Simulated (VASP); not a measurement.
Here is a VASP 6.6.1 calculation.

Contents of INCAR:

```
PREC = Accurate
ENCUT = 520
EDIFF = 1E-6
ISMEAR = 0
SIGMA = 0.1
LREAL = False
LASPH = True
NELM = 60
ALGO = Normal
ISIF = 2
LWAVE = False
LCHARG = False
GGA = PE
NBANDS = 36
```

File KPOINTS:

```
regular mesh
0
Gamma
  6 6 1
```

File POSCAR:

```
AlB2As3
1.0
    3.6034524867     -0.0003130944      0.0002101318
   -1.8020037532      3.1202593667     -0.0000792938
    0.0019137713      0.0001644071     18.0753350521
Al B As
2 4 6
Direct
    0.3332938154      0.6666842582      0.3345115753
    0.3334660749      0.6663184442      0.8345304974
    0.9996558024     -0.0000357209      0.0088489447
    0.0001483969      0.0002415776      0.5088407003
    0.6664499057      0.3332246380      0.1602378735
    0.6669589446      0.3335083484      0.6602449009
    0.3334680100      0.6669036156      0.4719529562
    0.3330245889      0.6666380969      0.9719631436
    0.6666232114      0.3333666941      0.2754299793
    0.6668564127      0.3330567250      0.7754416593
   -0.0002275924     -0.0001095914      0.1239993046
    0.0002824295      0.0002029143      0.6239984650
```

Potentials or basis: VASP PAW PBE potentials, release 64 (Al, B, As).

Run with:

```sh
$ cat potpaw_PBE.64/Al/POTCAR potpaw_PBE.64/B/POTCAR potpaw_PBE.64/As/POTCAR > POTCAR
$ mpirun -np 1 vasp_std > vasp.out
```

**Question.** Predict the band gap on the k mesh.

**Answer.** 0.39 eV.

**Question.** What does it give for the pressure?

**Answer.** 0.3 GPa.

Stress tensor (GPa, compression positive):
```
 0.23  0.01 -0.01
 0.01  0.26  0.00
-0.01  0.00  0.54
```

Caveat: semilocal functionals underestimate gaps, and a narrow one can read as zero. A k mesh can miss the band edges.
